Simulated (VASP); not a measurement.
# Sb (Pm-3m) in VASP: further runs

Sb is run at these levels: PBEsol, PBE, HF; tasks: relaxation of cell and atoms, single point.

All numbers are computed with VASP 6.6.1; they aren't measurements. Logs are shortened: lines on timing, memory, paths and dates and some standing lists are left out, and cuts for length are marked.

**1. The cell of the first run**

It takes space group Pm-3m (No. 221, cubic). The conventional cell has a = 3.160 Å, b = 3.160 Å, c = 3.160 Å, α = 90.00°, β = 90.00°, γ = 90.00°. Within 4.2 Å of Sb (site symmetry m-3m) lie 6 Sb at 3.16 Å.

**2. Relaxation of cell and atoms, PBEsol, target pressure 30 GPa, at which the enthalpy is minimised**

File INCAR:

```
  ALGO = Normal
  EDIFF = 1E-6
  EDIFFG = -0.01
  ENCUT = 600
  GGA = PS
  IBRION = 2
  ISIF = 3
  ISMEAR = -1
  LASPH = T
  LCHARG = F
  LREAL = F
  LWAVE = F
  NELM = 60
  NSW = 60
  PREC = Accurate
  PSTRESS = 300.0
  SIGMA = 0.05
```

File KPOINTS:

```
k-points
0
Gamma
  8 8 8
```

File POSCAR:

```
Sb
1.0
    3.1600000000      0.0000000000      0.0000000000
    0.0000000000      3.1600000000      0.0000000000
    0.0000000000      0.0000000000      3.1600000000
Sb
1
Direct
    0.0000000000      0.0000000000      0.0000000000
```

Potentials or basis: VASP PAW PBE potentials, release 64 (Sb).

On the command line:

```console
$ cat potpaw_PBE.64/Sb/POTCAR > POTCAR
$ mpirun -np 1 vasp_std > vasp.out
```

OUTCAR:

```text
EDIFF = 1E-6
   EDIFFG = -0.01
   ENCUT = 600
   GGA = PS
   IBRION = 2
   ISIF = 3
   ISMEAR = -1
   LASPH = T
   LREAL = F
   NELM = 60
   NSW = 60
   PREC = Accurate
   PSTRESS = 300.0

 ion  position               nearest neighbor table
   1  0.000  0.000  0.000-

  LATTYP: Found a simple cubic cell.
 ALAT       =     3.1600000000

  Lattice vectors:

 A1 = (   3.1600000000,   0.0000000000,   0.0000000000)
 A2 = (   0.0000000000,   3.1600000000,   0.0000000000)
 A3 = (   0.0000000000,   0.0000000000,   3.1600000000)

Analysis of symmetry for initial positions (statically):
=====================================================================
 Subroutine PRICEL returns:
 Original cell was already a primitive cell.

 Routine SETGRP: Setting up the symmetry group for a
 simple cubic supercell.

 Subroutine GETGRP returns: Found 48 space group operations
 (whereof 48 operations were pure point group operations)
 out of a pool of 48 trial point group operations.

The static configuration has the point symmetry O_h .

Analysis of symmetry for dynamics (positions and initial velocities):
=====================================================================
 Subroutine PRICEL returns:
 Original cell was already a primitive cell.

 Routine SETGRP: Setting up the symmetry group for a
 simple cubic supercell.

 Subroutine GETGRP returns: Found 48 space group operations
 (whereof 48 operations were pure point group operations)
 out of a pool of 48 trial point group operations.

The dynamic configuration has the point symmetry O_h .

 Subroutine INISYM returns: Found 48 space group operations
 (whereof 48 operations are pure point group operations),
 and found     1 'primitive' translations

----------------------------------------------------------------------------------------

                                     Primitive cell

  volume of cell :      31.5545

  direct lattice vectors                    reciprocal lattice vectors
     3.160000000  0.000000000  0.000000000     0.316455696  0.000000000  0.000000000
     0.000000000  3.160000000  0.000000000     0.000000000  0.316455696  0.000000000
     0.000000000  0.000000000  3.160000000     0.000000000  0.000000000  0.316455696

  length of vectors
     3.160000000  3.160000000  3.160000000     0.316455696  0.316455696  0.316455696

  position of ions in fractional coordinates (direct lattice)
     0.000000000  0.000000000  0.000000000

  ion indices of the primitive-cell ions
   primitive index   ion index
                 1           1

----------------------------------------------------------------------------------------

 KPOINTS: k-points

Automatic generation of k-mesh.
 Grid dimensions read from file:
 generate k-points for:    8    8    8

 Generating k-lattice:

  Cartesian coordinates                     Fractional coordinates (reciprocal lattice)
     0.039556962  0.000000000  0.000000000     0.125000000  0.000000000  0.000000000
     0.000000000  0.039556962  0.000000000     0.000000000  0.125000000  0.000000000
     0.000000000  0.000000000  0.039556962     0.000000000  0.000000000  0.125000000

  Length of vectors
     0.039556962  0.039556962  0.039556962

  Shift w.r.t. Gamma in fractional coordinates (k-lattice)
     0.000000000  0.000000000  0.000000000

 Subroutine IBZKPT returns following result:
 ===========================================

 Found     35 irreducible k-points:

 Following reciprocal coordinates:
            Coordinates               Weight
  0.000000  0.000000  0.000000      1.000000
  0.125000  0.000000  0.000000      6.000000
  0.250000  0.000000  0.000000      6.000000
  0.375000  0.000000  0.000000      6.000000
  0.500000  0.000000  0.000000      3.000000
  0.125000  0.125000  0.000000     12.000000
[... 16 lines left out ...]
  0.375000  0.375000  0.125000     24.000000
  0.500000  0.375000  0.125000     24.000000
 [... further k-points ...]
   k-points           NKPTS =     35   k-points in BZ     NKDIM =     35   number of bands    NBANDS=      6
   number of dos      NEDOS =    301   number of ions     NIONS =      1
   total plane-waves  NPLWV =  21952
   dimension x,y,z NGX =    28 NGY =   28 NGZ =   28
   dimension x,y,z NGXF=    56 NGYF=   56 NGZF=   56
   ions per type =               1
   NGX,Y,Z   is equivalent  to a cutoff of  14.73, 14.73, 14.73 a.u.
   NGXF,Y,Z  is equivalent  to a cutoff of  29.46, 29.46, 29.46 a.u.
 SYSTEM =  unknown system
   PREC   = accura    normal or accurate (medium, high low for compatibility)
   ISTART =      0    job   : 0-new  1-cont  2-samecut
   ICHARG =      2    charge: 1-file 2-atom 10-const
   ISPIN  =      1    spin polarized calculation?
   LNONCOLLINEAR =      F non collinear calculations
   LSORBIT =      F    spin-orbit coupling
   LASPH  =      T    aspherical Exc in radial PAW
   ENCUT  =  600.0 eV  44.10 Ry    6.64 a.u.   6.31  6.31  6.31*2*pi/ulx,y,z
   NELM   =     60;   NELMIN=  2; NELMDL= -5     # of ELM steps
   EDIFF  = 0.1E-05   stopping-criterion for ELM
   LREAL  =      F    real-space projection
   EDIFFG = -.1E-01   stopping-criterion for IOM
   NSW    =     60    number of steps for IOM
   IBRION =      2    ionic relax: 0-MD 1-quasi-New 2-CG
   NFREE  =      1    steps in history (QN), initial steepest desc. (CG)
   ISIF   =      3    stress and relaxation
   ISYM   =      2    0-nonsym 1-usesym 2-fastsym
   POTIM  = 0.5000    time-step for ionic-motion
   TEBEG  =    0.0;   TEEND  =   0.0 temperature during run
   PSTRESS=  300.0 pullay stress
   NELECT =       5.0000    total number of electrons
   NUPDOWN=      -1.0000    fix difference up-down
   EMIN   =  10.00;   EMAX   =-10.00  energy-range for DOS
   EFERMI =   0.00;   METHOD = LEGACY
   ISMEAR =    -1;   SIGMA  =   0.05  broadening in eV -4-tet -1-fermi 0-gaus
   EFERMI_NEDOS =   21; number of points for ismear=-14 and -15
   IALGO  =     38    algorithm
   IMIX   =      4    mixing-type and parameters
     AMIX     =   0.40;   BMIX     =  1.00
     AMIX_MAG =   1.60;   BMIX_MAG =  1.00
  volume/ion in A,a.u.               =      31.55       212.94
  Fermi-wavevector in a.u.,A,eV,Ry     =   0.885886  1.674081 10.677766  0.784794
  Thomas-Fermi vector in A             =   2.006979
   LORBIT       =      0    0 simple, 1 ext, 2 COOP (PROOUT), +10 PAW based schemes
   GGA     = PS    functional components
   LHFCALC =     F    Hartree Fock is set to
   AEXX    =    0.0000 exact exchange contribution
   IVDW    =     0    specifies the selected vdW correction
   LEPSILON=     F    determine dielectric tensor
   LRPA    =     F    only Hartree local field effects (RPA)
 conjugate gradient relaxation of ions
 non-spin polarized calculation
  energy-cutoff  :      600.00
  volume of cell :       31.55
 maximum number of plane-waves:      1074
 NGX is ok and might be reduce to    28
   NGX = 13   NGY = 13   NGZ = 13

--------------------------------------- Ionic step        1  -------------------------------------------

 number of electron       5.0000000 magnetization

 Free energy of the ion-electron system (eV)
  ---------------------------------------------------
  ext. energy  EPLUGINS =         0.00000000
  ---------------------------------------------------
  free energy    TOTEN  =        -4.47778400 eV

  energy without entropy =       -4.47051442  energy(sigma->0) =       -4.47414921

 E-fermi :   6.2413     XC(G=0):  -9.5211

 val. band max:        6.2324173370   @ k =   0.3750   0.2500   0.1250
 cond. band min:       6.4413806372   @ k =   0.2500   0.2500   0.2500
 fundamental gap:      0.2089633002
 Fermi energy:         6.2413406351

 k-point     1 :       0.0000    0.0000    0.0000
  band No.  band energies     occupation
      1      -5.6851      2.00000
      2       9.4153      0.00000
      3       9.4153      0.00000
      4       9.4153      0.00000
      5      13.1914      0.00000
      6      13.1914      0.00000

 k-point     2 :       0.1250    0.0000    0.0000
  band No.  band energies     occupation
      1      -5.4728      2.00000
      2       7.3300      0.00000
      3       9.6198      0.00000
      4       9.6198      0.00000
      5      13.3667      0.00000
      6      13.9107      0.00000
[... 190 lines left out ...]
 k-point    24 :       0.5000    0.3750    0.1250
  band No.  band energies     occupation
      1      -1.4938      2.00000
      2       2.7940      2.00000
      3       4.2951      2.00000
      4       9.6619      0.00000
      5      10.9098      0.00000
      6      15.8944      0.00000

 [... further k-points ...]
[... 5 lines left out ...]
  --------------------------------------------------------------------------------------
  -------------------------------------------------------------------------------------
  Total       -0.9123430     -0.9123430     -0.9123430     -0.0000000      0.0000000      0.0000000
  in kB      -46.3241525    -46.3241525    -46.3241525     -0.0000000      0.0000000      0.0000000
  external PRESSURE =    -346.3241525 kB  Pullay stress =     300.0000000 kB
[... 59 lines left out ...]
  enthalpy is  TOTEN    =        16.0302927215 eV   P V=        1.7845895916

--------------------------------------- Ionic step        3  -------------------------------------------

 number of electron       5.0000000 magnetization

 E-fermi :   9.6401     XC(G=0): -10.5887

 val. band max:        9.5429979148   @ k =   0.3750   0.2500   0.1250
 cond. band min:       9.7717532612   @ k =   0.3750   0.2500   0.2500
 fundamental gap:      0.2287553464
 Fermi energy:         9.6400952808

 k-point     1 :       0.0000    0.0000    0.0000
  band No.  band energies     occupation
      1      -4.4354      2.00000
      2      13.3614      0.00000
      3      13.3614      0.00000
      4      13.3614      0.00000
      5      16.7969      0.00000
      6      16.7969      0.00000

 k-point     2 :       0.1250    0.0000    0.0000
  band No.  band energies     occupation
      1      -4.1614      2.00000
      2      10.6745      0.00000
      3      13.6463      0.00000
      4      13.6463      0.00000
      5      16.9902      0.00000
      6      18.0925      0.00000
[... 190 lines left out ...]
 k-point    24 :       0.5000    0.3750    0.1250
  band No.  band energies     occupation
      1       1.4605      2.00000
      2       4.8316      2.00000
      3       7.1103      2.00000
      4      12.2850      0.00000
      5      15.9537      0.00000
      6      19.6276      0.00000

 [... further k-points ...]
[... 5 lines left out ...]
  --------------------------------------------------------------------------------------
  -------------------------------------------------------------------------------------
  Total        2.1566852      2.1566852      2.1566852      0.0000000      0.0000000      0.0000000
  in kB      140.3341119    140.3341119    140.3341119      0.0000000      0.0000000      0.0000000
  external PRESSURE =    -159.6658881 kB  Pullay stress =     300.0000000 kB
[... 16 lines left out ...]
  FREE ENERGIE OF THE ION-ELECTRON SYSTEM (eV)
  ---------------------------------------------------
  free  energy   TOTEN  =        -4.3530441718 eV

  energy  without entropy=       -4.3475906279  energy(sigma->0) =       -4.35031740

  enthalpy is  TOTEN    =         0.2574210751 eV   P V=        4.6104652469

[... ionic steps 4 to 16 ...]

--------------------------------------- Ionic step       17  -------------------------------------------

 number of electron       5.0000000 magnetization

------------------------ aborting loop because EDIFF is reached ----------------------------------------

  FORCE on cell =-STRESS in cart. coord.  units (eV):
  Direction    XX          YY          ZZ          XY          YZ          ZX
  --------------------------------------------------------------------------------------
  -------------------------------------------------------------------------------------
  Total        4.1079294      4.1079294      4.1079294      0.0000000      0.0000000      0.0000000
  in kB      297.3452721    297.3452721    297.3452721      0.0000000      0.0000000      0.0000000
  external PRESSURE =      -2.6547279 kB  Pullay stress =     300.0000000 kB
[... 59 lines left out ...]
  enthalpy is  TOTEN    =         0.1206021511 eV   P V=        4.1410660432

--------------------------------------- Ionic step       19  -------------------------------------------

 number of electron       5.0000000 magnetization

 Free energy of the ion-electron system (eV)
  ---------------------------------------------------
  ext. energy  EPLUGINS =         0.00000000
  ---------------------------------------------------
  free energy    TOTEN  =        -4.01893298 eV

  energy without entropy =       -4.01365822  energy(sigma->0) =       -4.01629560

 E-fermi :  11.3955     XC(G=0): -11.0717

 val. band max:       11.2592622172   @ k =   0.3750   0.2500   0.1250
 cond. band min:      11.4451266278   @ k =   0.3750   0.2500   0.2500
 fundamental gap:      0.1858644106
 Fermi energy:        11.3954541143

 k-point     1 :       0.0000    0.0000    0.0000
  band No.  band energies     occupation
      1      -3.8184      2.00000
      2      15.3258      0.00000
      3      15.3258      0.00000
      4      15.3258      0.00000
      5      18.6655      0.00000
      6      18.6655      0.00000

 k-point     2 :       0.1250    0.0000    0.0000
  band No.  band energies     occupation
      1      -3.5154      2.00000
      2      12.3719      0.00000
      3      15.6518      0.00000
      4      15.6518      0.00000
      5      18.8617      0.00000
      6      20.1585      0.00000
[... 190 lines left out ...]
 k-point    24 :       0.5000    0.3750    0.1250
  band No.  band energies     occupation
      1       2.9112      2.00000
      2       5.8860      2.00000
      3       8.6287      2.00000
      4      13.6366      0.00000
      5      18.5372      0.00000
      6      21.4814      0.00000

 [... further k-points ...]
[... 5 lines left out ...]
  --------------------------------------------------------------------------------------
  -------------------------------------------------------------------------------------
  Total        4.1348362      4.1348362      4.1348362     -0.0000000      0.0000000      0.0000000
  in kB      299.6596574    299.6596574    299.6596574     -0.0000000      0.0000000      0.0000000
  external PRESSURE =      -0.3403426 kB  Pullay stress =     300.0000000 kB
[... 16 lines left out ...]
  FREE ENERGIE OF THE ION-ELECTRON SYSTEM (eV)
  ---------------------------------------------------
  free  energy   TOTEN  =        -4.0189329828 eV

  energy  without entropy=       -4.0136582181  energy(sigma->0) =       -4.01629560

  enthalpy is  TOTEN    =         0.1205993998 eV   P V=        4.1395323826

 reached required accuracy - stopping structural energy minimisation
```

It took 96 s on 1 thread of Intel Xeon 8259CL, shared host; peak memory 0.18 GiB.

What came out:

- Free energy: -4.0189 eV
- Relaxed volume: 22.11 Å³/atom
- Relaxed cell: a = 2.807 Å, b = 2.807 Å, c = 2.807 Å, α = 90.00°, β = 90.00°, γ = 90.00°
- Space group after relaxing (to 0.05 Å): Pm-3m (No. 221)
- Energy change on relaxing (the enthalpy is what falls): +458.9 meV/atom
- Ionic steps: 19
- Pressure after relaxing: 30.0 GPa

Step by step:
| step | energy change (eV) | largest force (eV/Å) | pressure (GPa) | volume (Å³) |
| --- | --- | --- | --- | --- |
| 1 | 0.0000 | 0.0000 | -4.63 | 31.55 |
| 2 | 18.7235 | 0.0000 | 838.64 | 9.53 |
| 3 | 0.1247 | 0.0000 | 14.03 | 24.62 |
| 4 | 0.2235 | 0.0000 | 19.18 | 23.66 |
| 5 | 0.4811 | 0.0000 | 30.99 | 21.99 |
| 6 | 0.4492 | 0.0000 | 29.55 | 22.16 |
| 7 | 0.4494 | 0.0000 | 29.56 | 22.16 |
| 8 | 0.4503 | 0.0000 | 29.59 | 22.15 |
| 9 | 0.4503 | 0.0000 | 29.60 | 22.15 |
| 10 | 0.4503 | 0.0000 | 29.60 | 22.15 |
| 11 | 0.4504 | 0.0000 | 29.60 | 22.15 |
| 12 | 0.4504 | 0.0000 | 29.61 | 22.15 |
| 13 | 0.4505 | 0.0000 | 29.61 | 22.15 |
| 14 | 0.4507 | 0.0000 | 29.62 | 22.15 |
| 15 | 0.4512 | 0.0000 | 29.63 | 22.15 |
| 16 | 0.4520 | 0.0000 | 29.67 | 22.14 |
| 17 | 0.4538 | 0.0000 | 29.73 | 22.13 |
| 18 | 0.4573 | 0.0000 | 29.92 | 22.12 |
| 19 | 0.4589 | 0.0000 | 29.97 | 22.11 |

Final structure:
```
Sb
1.0
     2.80660    0.00000    0.00000
     0.00000    2.80660    0.00000
     0.00000    0.00000    2.80660
Sb
1
Direct
  0.00000 0.00000 0.00000
```

Levels at points of the mesh, in eV from the Fermi level:
| k point | band 1 | band 2 | band 3 | band 4 | band 5 | band 6 |
| --- | --- | --- | --- | --- | --- | --- |
| (0.00, 0.00, 0.00) | -15.21 | 3.93 | 3.93 | 3.93 | 7.27 | 7.27 |
| (0.50, 0.00, 0.00) | -11.50 | -8.04 | 7.13 | 7.13 | 9.98 | 11.17 |
| (0.50, 0.50, 0.00) | -7.38 | -5.14 | -5.14 | 0.81 | 10.77 | 13.95 |
| (0.50, 0.50, 0.50) | -2.41 | -2.33 | -2.33 | -2.33 | 4.30 | 4.30 |

Caveat: the cell is relaxed towards a set pressure, so the enthalpy falls and the energy may rise; the volume moved by over 15 % at a fixed basis, so the end points are rough; the PAW data sets were made with another functional, which shifts forces and pressure a little; spin-orbit coupling is left out, which moves the levels of the heavy elements.

**3. Single point, PBE**

File INCAR:

```
PREC     = Accurate       # precision mode
ENCUT    = 500            # plane-wave cutoff, eV
EDIFF    = 1E-6           # SCF threshold, eV
ISMEAR   = -1             # smearing method
SIGMA    = 0.03           # smearing width, eV
LREAL    = F              # projectors in reciprocal space
LASPH    = T              # aspherical terms in the spheres
NELM     = 120            # most SCF steps
ALGO     = Normal         # electronic algorithm
ISIF     = 2              # what is computed and relaxed
LWAVE    = F              # write WAVECAR
LCHARG   = T              # write CHGCAR
GGA      = PE             # functional
LELF     = T              # ELF
LVHAR    = T            
NBANDS   = 8              # bands
GGA_COMPAT= F
```

File KPOINTS:

```
regular mesh
0
Gamma
  5 5 5
```

POSCAR is that of step 2.

Potentials or basis: VASP PAW PBE potentials, release 64 (Sb).

On the command line:

```console
$ cat potpaw_PBE.64/Sb/POTCAR > POTCAR
$ mpirun -np 1 vasp_std > vasp.out
```

It took 7.7 s on 1 thread of Intel Xeon 8259CL, shared host; peak memory 0.13 GiB.

The run converged. Its results:

- Free energy: -3.9831 eV
- Pressure: -2.4 GPa

Levels at points of the mesh, in eV from the Fermi level:
```
           k point  band 1  band 2  band 3  band 4  band 5
(0.00, 0.00, 0.00)  -12.11    2.98    2.98    2.98    6.73
```

Caveat: the k points lie up to 0.40 Å⁻¹ apart; spin-orbit coupling is left out, which moves the levels of the heavy elements.

[end of part 1 of 2]
